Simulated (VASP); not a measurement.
Wanted: the native input for a VASP 6.6.1 run.

```
Task                   : single point
Functional             : LDA
Potentials or basis    : VASP PAW LDA potentials, release 64 (In_d)
Cutoff                 : 520 eV
k mesh                 : 22 × 22 × 22
Occupations            : gaussian, width 0.15 eV
Spin                   : no spin polarisation
Dipole correction      : no
Further INCAR settings : ALGO = Fast; EDIFF = 1e-07; NBANDS = 12
```

The structure of In lies in POSCAR:

```
In
1.0
   -1.5949203577      1.5949203577      2.2201291378
    1.5949203577     -1.5949203577      2.2201291378
    1.5949203577      1.5949203577     -2.2201291378
In
1
Direct
    0.0000000000      0.0000000000      0.0000000000
```

These files were run (other wordings do the same):

INCAR

```
ALGO     = Fast           # electronic algorithm
EDIFF    = 1E-7           # SCF threshold, eV
ENCUT    = 520            # plane-wave cutoff, eV
ISIF     = 2              # what is computed and relaxed
ISMEAR   = 0              # smearing method
LASPH    = True           # aspherical terms in the spheres
LCHARG   = False          # write CHGCAR
LREAL    = False          # projectors in reciprocal space
LWAVE    = False          # write WAVECAR
NBANDS   = 12             # bands
NELM     = 100            # most SCF steps
PREC     = Accurate       # precision mode
SIGMA    = 0.15           # smearing width, eV
```

KPOINTS

```
k-points
0
Gamma
  22 22 22
```

Potentials or basis: VASP PAW LDA potentials, release 64 (In_d).

Launch:

```sh
$ cat potpaw_LDA.64/In_d/POTCAR > POTCAR
$ mpirun -np 1 vasp_std > vasp.out
```

It gave:

```json
{
 "Pressure": "5.5 GPa",
 "Band gap on the k mesh": "zero (an odd number of electrons rules out a gap without spin polarisation)"
}
```

Caveat: the cell stands under pressure; spin-orbit coupling is left out, which moves the levels of the heavy elements.

It took 6.7 min on 1 thread of Intel(R) Xeon(R) Platinum 8375C CPU @ 2.90GHz (Ice Lake) (shared host), peak memory 0.31 GiB.
